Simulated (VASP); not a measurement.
# Zn3SeS2 (P6_3mc) in VASP: single point with PBE

Aim: the single point of Zn3SeS2 with PBE.

Everything below comes from runs of VASP 6.6.1. Logs are shortened: lines on timing, memory, paths and dates and some standing lists are left out, and cuts for length are marked.

### Step 1. The cell of the first run

The structure is hexagonal, space group P6_3mc (No. 186). The conventional cell has a = 3.916 Å, b = 3.916 Å, c = 19.219 Å, α = 90.00°, β = 90.00°, γ = 120.00°. Zn (site symmetry 3m) has 1 S at 2.36 Å and 3 Se at 2.44 Å within 3.1 Å. Within 3.1 Å of Zn (site symmetry 3m) lie 4 S at 2.36 to 2.38 Å. Zn (site symmetry 3m) has 3 S at 2.38 Å and 1 Se at 2.48 Å within 3.1 Å. Within 3.2 Å of Se (site symmetry 3m) lie 4 Zn at 2.44 to 2.48 Å. Within 3.1 Å of S (site symmetry 3m) lie 4 Zn at 2.36 to 2.38 Å. S (site symmetry 3m) has 4 Zn at 2.36 to 2.38 Å within 3.1 Å.

### Step 2. Single point, PBE

File INCAR:

```
SYSTEM = Zn3SeS2
PREC = Accurate ; ENCUT = 520
EDIFF = 1E-7 ; ISMEAR = 0
SIGMA = 0.02 ; LREAL = .FALSE.
LASPH = .TRUE. ; NELM = 100
ALGO = Normal ; ISIF = 2
LWAVE = .FALSE. ; LCHARG = .FALSE.
GGA = PE ; NBANDS = 66
```

File KPOINTS:

```
regular mesh
0
G
  12 12 2
  0 0 0
```

File POSCAR:

```
Zn3SeS2
1.0
    3.9158403133      0.0000000289      0.0000000000
   -1.9579201817      3.3912171740      0.0000000000
    0.0000000000      0.0000000000     19.2194154000
Zn Se S
6 2 4
Direct
    0.0000000000      0.0000000000      0.0051040000
    0.0000000000      0.0000000000      0.5051040000
    0.3333333333      0.6666666667      0.1667060000
    0.6666666667      0.3333333333      0.6667060000
    0.6666666667      0.3333333333      0.3284610000
    0.3333333333      0.6666666667      0.8284610000
    0.6666666667      0.3333333333      0.4574220000
    0.3333333333      0.6666666667      0.9574220000
    0.0000000000      0.0000000000      0.1277070000
    0.0000000000      0.0000000000      0.6277070000
    0.3333333333      0.6666666667      0.2895990000
    0.6666666667      0.3333333333      0.7895990000
```

Potentials or basis: VASP PAW PBE potentials, release 64 (Zn, Se, S).

Started as:

```
cat potpaw_PBE.64/Zn/POTCAR potpaw_PBE.64/Se/POTCAR potpaw_PBE.64/S/POTCAR > POTCAR
mpirun -np 1 vasp_std > vasp.out
```

OUTCAR:

```text
SYSTEM = Zn3SeS2
   PREC = Accurate
   ENCUT = 520
   EDIFF = 1E-7
   ISMEAR = 0
   LREAL = .FALSE.
   LASPH = .TRUE.
   NELM = 100
   ISIF = 2
   GGA = PE

 ion  position               nearest neighbor table
   1  0.000  0.000  0.005-   9 2.36   8 2.44   8 2.44   8 2.44
   2  0.000  0.000  0.505-  10 2.36   7 2.44   7 2.44   7 2.44
   3  0.333  0.667  0.167-  11 2.36   9 2.38   9 2.38   9 2.38
   4  0.667  0.333  0.667-  12 2.36  10 2.38  10 2.38  10 2.38
   5  0.667  0.333  0.328-  11 2.38  11 2.38  11 2.38   7 2.48
   6  0.333  0.667  0.828-  12 2.38  12 2.38  12 2.38   8 2.48
   7  0.667  0.333  0.457-   2 2.44   2 2.44   2 2.44   5 2.48
   8  0.333  0.667  0.957-   1 2.44   1 2.44   1 2.44   6 2.48
   9  0.000  0.000  0.128-   1 2.36   3 2.38   3 2.38   3 2.38
  10  0.000  0.000  0.628-   2 2.36   4 2.38   4 2.38   4 2.38
  11  0.333  0.667  0.290-   3 2.36   5 2.38   5 2.38   5 2.38
  12  0.667  0.333  0.790-   4 2.36   6 2.38   6 2.38   6 2.38

  LATTYP: Found a hexagonal cell.
 ALAT       =     3.9158403133
 C/A-ratio  =     4.9081203170

  Lattice vectors:

 A1 = (   3.9158403133,   0.0000000289,   0.0000000000)
 A2 = (  -1.9579201817,   3.3912171740,   0.0000000000)
 A3 = (   0.0000000000,   0.0000000000,  19.2194154000)

Analysis of symmetry for initial positions (statically):
=====================================================================
 Subroutine PRICEL returns:
 Original cell was already a primitive cell.

 Routine SETGRP: Setting up the symmetry group for a
 hexagonal supercell.

 Subroutine GETGRP returns: Found 12 space group operations
 (whereof  6 operations were pure point group operations)
 out of a pool of 24 trial point group operations.

The static configuration has the point symmetry C_3v.
 The point group associated with its full space group is C_6v.

Analysis of symmetry for dynamics (positions and initial velocities):
=====================================================================
 Subroutine PRICEL returns:
 Original cell was already a primitive cell.

 Routine SETGRP: Setting up the symmetry group for a
 hexagonal supercell.

 Subroutine GETGRP returns: Found 12 space group operations
 (whereof  6 operations were pure point group operations)
 out of a pool of 24 trial point group operations.

The dynamic configuration has the point symmetry C_3v.
 The point group associated with its full space group is C_6v.

 Subroutine INISYM returns: Found 12 space group operations
 (whereof  6 operations are pure point group operations),
 and found     1 'primitive' translations

----------------------------------------------------------------------------------------

                                     Primitive cell

  volume of cell :     255.2236

  direct lattice vectors                    reciprocal lattice vectors
     3.915840313  0.000000029  0.000000000     0.255373027  0.147439689  0.000000000
    -1.957920182  3.391217174  0.000000000    -0.000000002  0.294879374  0.000000000
     0.000000000  0.000000000 19.219415400     0.000000000  0.000000000  0.052030719

  length of vectors
     3.915840313  3.915840313 19.219415400     0.294879374  0.294879374  0.052030719

  position of ions in fractional coordinates (direct lattice)
     0.000000000  0.000000000  0.005104000
     0.000000000  0.000000000  0.505104000
     0.333333333  0.666666667  0.166706000
     0.666666667  0.333333333  0.666706000
     0.666666667  0.333333333  0.328461000
     0.333333333  0.666666667  0.828461000
     0.666666667  0.333333333  0.457422000
     0.333333333  0.666666667  0.957422000
     0.000000000  0.000000000  0.127707000
     0.000000000  0.000000000  0.627707000
     0.333333333  0.666666667  0.289599000
     0.666666667  0.333333333  0.789599000

  ion indices of the primitive-cell ions
   primitive index   ion index
                 1           1
                 2           2
                 3           3
                 4           4
                 5           5
                 6           6
                 7           7
                 8           8
                 9           9
                10          10
                11          11
                12          12

----------------------------------------------------------------------------------------

 KPOINTS: regular mesh

Automatic generation of k-mesh.
 Grid dimensions read from file:
 generate k-points for:   12   12    2

 Generating k-lattice:

  Cartesian coordinates                     Fractional coordinates (reciprocal lattice)
     0.021281086  0.012286641  0.000000000     0.083333333  0.000000000  0.000000000
    -0.000000000  0.024573281  0.000000000     0.000000000  0.083333333  0.000000000
     0.000000000  0.000000000  0.026015359     0.000000000  0.000000000  0.500000000

  Length of vectors
     0.024573281  0.024573281  0.026015359

  Shift w.r.t. Gamma in fractional coordinates (k-lattice)
     0.000000000  0.000000000  0.000000000

 Subroutine IBZKPT returns following result:
 ===========================================

 Found     38 irreducible k-points:

 Following reciprocal coordinates:
            Coordinates               Weight
  0.000000  0.000000  0.000000      1.000000
  0.083333 -0.000000  0.000000      6.000000
  0.166667 -0.000000  0.000000      6.000000
  0.250000  0.000000  0.000000      6.000000
  0.333333  0.000000  0.000000      6.000000
  0.416667  0.000000  0.000000      6.000000
[... 16 lines left out ...]
  0.250000  0.000000  0.500000      6.000000
  0.333333  0.000000  0.500000      6.000000
 [... further k-points ...]
   k-points           NKPTS =     38   k-points in BZ     NKDIM =     38   number of bands    NBANDS=     66
   number of dos      NEDOS =    301   number of ions     NIONS =     12
   total plane-waves  NPLWV = 129600
   dimension x,y,z NGX =    30 NGY =   30 NGZ =  144
   dimension x,y,z NGXF=    60 NGYF=   60 NGZF=  288
   ions per type =               6   2   4
   NGX,Y,Z   is equivalent  to a cutoff of  12.74, 12.74, 12.46 a.u.
   NGXF,Y,Z  is equivalent  to a cutoff of  25.47, 25.47, 24.91 a.u.
 SYSTEM =  Zn3SeS2
   PREC   = accura    normal or accurate (medium, high low for compatibility)
   ISTART =      0    job   : 0-new  1-cont  2-samecut
   ICHARG =      2    charge: 1-file 2-atom 10-const
   ISPIN  =      1    spin polarized calculation?
   LNONCOLLINEAR =      F non collinear calculations
   LSORBIT =      F    spin-orbit coupling
   LASPH  =      T    aspherical Exc in radial PAW
   ENCUT  =  520.0 eV  38.22 Ry    6.18 a.u.   7.28  7.28 35.74*2*pi/ulx,y,z
   NELM   =    100;   NELMIN=  2; NELMDL= -5     # of ELM steps
   EDIFF  = 0.1E-06   stopping-criterion for ELM
   LREAL  =      F    real-space projection
   EDIFFG = 0.1E-05   stopping-criterion for IOM
   NSW    =      0    number of steps for IOM
   IBRION =     -1    ionic relax: 0-MD 1-quasi-New 2-CG
   NFREE  =      0    steps in history (QN), initial steepest desc. (CG)
   ISIF   =      2    stress and relaxation
   ISYM   =      2    0-nonsym 1-usesym 2-fastsym
   POTIM  = 0.5000    time-step for ionic-motion
   TEBEG  =    0.0;   TEEND  =   0.0 temperature during run
   PSTRESS=    0.0 pullay stress
   NELECT =     108.0000    total number of electrons
   NUPDOWN=      -1.0000    fix difference up-down
   EMIN   =  10.00;   EMAX   =-10.00  energy-range for DOS
   EFERMI =   0.00;   METHOD = LEGACY
   ISMEAR =     0;   SIGMA  =   0.02  broadening in eV -4-tet -1-fermi 0-gaus
   EFERMI_NEDOS =   21; number of points for ismear=-14 and -15
   IALGO  =     38    algorithm
   IMIX   =      4    mixing-type and parameters
     AMIX     =   0.40;   BMIX     =  1.00
     AMIX_MAG =   1.60;   BMIX_MAG =  1.00
  volume/ion in A,a.u.               =      21.27       143.53
  Fermi-wavevector in a.u.,A,eV,Ry     =   1.229068  2.322601 20.553064  1.510608
  Thomas-Fermi vector in A             =   2.363969
   LORBIT       =      0    0 simple, 1 ext, 2 COOP (PROOUT), +10 PAW based schemes
   GGA     = PE    functional components
   LHFCALC =     F    Hartree Fock is set to
   AEXX    =    0.0000 exact exchange contribution
   IVDW    =     0    specifies the selected vdW correction
   LEPSILON=     F    determine dielectric tensor
   LRPA    =     F    only Hartree local field effects (RPA)
 non-spin polarized calculation
 Gauss-broadening in eV      SIGMA  =   0.02
  energy-cutoff  :      520.00
  volume of cell :      255.22
 maximum number of plane-waves:      6908
 NGX is ok and might be reduce to    30
   NGX = 15   NGY = 15   NGZ = 71

 number of electron     107.9999908 magnetization

 Free energy of the ion-electron system (eV)
  ---------------------------------------------------
  ext. energy  EPLUGINS =         0.00000000
  ---------------------------------------------------
  free energy    TOTEN  =       -39.32793485 eV

  energy without entropy =      -39.32793485  energy(sigma->0) =      -39.32793485

 E-fermi :   2.0858     XC(G=0):  -9.4005

 val. band max:        1.9419258242   @ k =   0.0000   0.0000   0.0000
 cond. band min:       3.3883251691   @ k =   0.0000   0.0000   0.0000
 fundamental gap:      1.4463993449
 Fermi energy:         2.0858029913

 k-point     1 :       0.0000    0.0000    0.0000
  band No.  band energies     occupation
      1     -11.3108      2.00000
      2     -11.1511      2.00000
      3     -11.0993      2.00000
      4     -10.7172      2.00000
      5     -10.7037      2.00000
      6     -10.4746      2.00000
[... 58 lines left out ...]
     65       8.0448      0.00000
     66       8.0478      0.00000

 k-point     2 :       0.0833   -0.0000    0.0000
  band No.  band energies     occupation
      1     -11.2682      2.00000
      2     -11.1126      2.00000
      3     -11.0592      2.00000
      4     -10.6866      2.00000
      5     -10.6739      2.00000
      6     -10.4508      2.00000
[... 58 lines left out ...]
     65       8.0253      0.00000
     66       8.0856      0.00000

 k-point     3 :       0.1667   -0.0000    0.0000
  band No.  band energies     occupation
      1     -11.1465      2.00000
      2     -11.0033      2.00000
      3     -10.9455      2.00000
      4     -10.6043      2.00000
      5     -10.5886      2.00000
      6     -10.3861      2.00000
[... 1438 lines left out ...]
     65       8.2970      0.00000
     66       8.2970      0.00000

 k-point    24 :       0.3333    0.0000    0.5000
  band No.  band energies     occupation
      1     -10.7247      2.00000
      2     -10.7247      2.00000
      3     -10.4963      2.00000
      4     -10.4963      2.00000
      5     -10.2624      2.00000
      6     -10.2624      2.00000
[... 58 lines left out ...]
     65       8.2886      0.00000
     66       8.2886      0.00000

 [... further k-points ...]

------------------------ aborting loop because EDIFF is reached ----------------------------------------

  FORCE on cell =-STRESS in cart. coord.  units (eV):
  Direction    XX          YY          ZZ          XY          YZ          ZX
  --------------------------------------------------------------------------------------
  -------------------------------------------------------------------------------------
  Total        0.2350878      0.2350878      0.3044085     -0.0000000     -0.0000000      0.0000000
  in kB        1.4757740      1.4757740      1.9109383     -0.0000000     -0.0000000      0.0000000
  external PRESSURE =       1.6208288 kB  Pullay stress =       0.0000000 kB

 VOLUME and BASIS-vectors are now :
 -----------------------------------------------------------------------------
  energy-cutoff  :      520.00
  volume of cell :      255.22
      direct lattice vectors                 reciprocal lattice vectors
     3.915840313  0.000000029  0.000000000     0.255373027  0.147439689  0.000000000
    -1.957920182  3.391217174  0.000000000    -0.000000002  0.294879374  0.000000000
     0.000000000  0.000000000 19.219415400     0.000000000  0.000000000  0.052030719

 POSITION                                       TOTAL-FORCE (eV/Angst)
 -----------------------------------------------------------------------------------
      0.00000      0.00000      0.09810         0.000000     -0.000000      0.009814
      0.00000      0.00000      9.70780        -0.000000      0.000000      0.009814
     -0.00000      2.26081      3.20399         0.000000     -0.000000      0.004192
      1.95792      1.13041     12.81370        -0.000000     -0.000000      0.004192
      1.95792      1.13041      6.31283         0.000000      0.000000     -0.009901
     -0.00000      2.26081     15.92254        -0.000000      0.000000     -0.009901
      1.95792      1.13041      8.79138         0.000000     -0.000000     -0.003762
     -0.00000      2.26081     18.40109        -0.000000     -0.000000     -0.003762
      0.00000      0.00000      2.45445         0.000000     -0.000000     -0.001469
      0.00000      0.00000     12.06416        -0.000000      0.000000     -0.001469
     -0.00000      2.26081      5.56592         0.000000     -0.000000      0.001126
      1.95792      1.13041     15.17563         0.000000     -0.000000      0.001126
 -----------------------------------------------------------------------------------
    total drift:                               -0.000001     -0.000002      0.001852

  FREE ENERGIE OF THE ION-ELECTRON SYSTEM (eV)
  ---------------------------------------------------
  free  energy   TOTEN  =       -39.3279348526 eV

  energy  without entropy=      -39.3279348526  energy(sigma->0) =      -39.32793485
```

It took 24 min on 1 thread of Oxide Virtual Turin-like, shared host; peak memory 0.63 GiB.

Results:

```
Free energy            : -39.3279 eV
Pressure               : 0.2 GPa
Largest force          : 0.010 eV/Å
Band gap on the k mesh : 1.45 eV
```

Forces in eV/Å, atoms in the order of the input:
```
Zn   0.000  0.000  0.010
Zn   0.000  0.000  0.010
Zn   0.000  0.000  0.004
Zn   0.000  0.000  0.004
Zn   0.000  0.000 -0.010
Zn   0.000  0.000 -0.010
Se   0.000  0.000 -0.004
Se   0.000  0.000 -0.004
S    0.000  0.000 -0.001
S    0.000  0.000 -0.001
S    0.000  0.000  0.001
S    0.000  0.000  0.001
```
